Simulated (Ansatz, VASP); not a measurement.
One calculation of Sn, two programs

Contents of INCAR:

```
ALGO = Normal
EDIFF = 1E-6
ENCUT = 520
GGA = CA
ISIF = 2
ISMEAR = -1
LASPH = True
LCHARG = True
LELF = True
LREAL = False
LVHAR = True
LWAVE = False
NBANDS = 21
NELM = 60
PREC = Accurate
SIGMA = 0.05
```

The input KPOINTS:

```
k-points
0
Gamma
  15 15 15
```

POSCAR

```
Sn
1.0
   -2.9730380483      2.9730380483      1.6218471360
    2.9730380483     -2.9730380483      1.6218471360
    2.9730380483      2.9730380483     -1.6218471360
Sn
2
Direct
    0.0000000000      0.0000000000      0.0000000000
    0.7500000000      0.2500000000      0.5000000000
```

Input for Ansatz:

```yaml
crystal:
  lattice:
    - [-2.9730380483, 2.9730380483, 1.621847136]
    - [2.9730380483, -2.9730380483, 1.621847136]
    - [2.9730380483, 2.9730380483, -1.621847136]
  atoms:
    - { symbol: Sn, position: [0.0, 0.0, 0.0] }
    - { symbol: Sn, position: [0.75, 0.25, 0.5] }
kpoints:
  mp_grid: { grid: [15, 15, 15] }
  band_path:
    path:
      - [0.0, 0.0, 0.0]
      - [0.0, 0.0, 0.5]
      - [-0.5, 0.5, 0.5]
      - [0.0, 0.0, 0.0]
      - [0.3243975974, 0.3243975974, -0.3243975974]
      - [-0.3243975974, 0.6756024026, 0.3243975974]
      - [-0.5, 0.5, 0.5]
      - [0.0, 0.0, 0.5]
      - [0.25, 0.25, 0.25]
    npoints: 5
scf:
  occupations: { method: fermi_dirac, width: 0.05 }
hamiltonian:
  xc: lda
  pseudopotentials: { kind: all_electron, lapw: { basis_error: 0.0005 } }
output:
  forces: true
  stress: true
  eigenvalues: true
```

Change from the starting cell: volume scaled by 1.06.

Alike in both runs: task single point; functional LDA; k mesh 15 × 15 × 15; occupations fermi-dirac, width 0.05 eV; no spin polarisation.

```csv
,VASP,Ansatz
version,VASP 6.6.1,Ansatz 0.2.0
potentials or method,"VASP PAW LDA potentials, release 64 (Sn_d), cutoff 520 eV","all-electron LAPW, scalar-relativistic"
```

Ansatz gave:

* pressure (GPa): -4.3
* traceless stress, the component that is largest in VASP (GPa): -0.51

Problem. What did VASP give for the same quantities?

Solution. Pressure (GPa): -4.4; traceless stress, the component that is largest in VASP (GPa): -0.51.

LDA's correlation is that of Perdew and Zunger in VASP and of Perdew and Wang (1992) in Ansatz. Ansatz ran all-electron here, and VASP with PAW potentials.
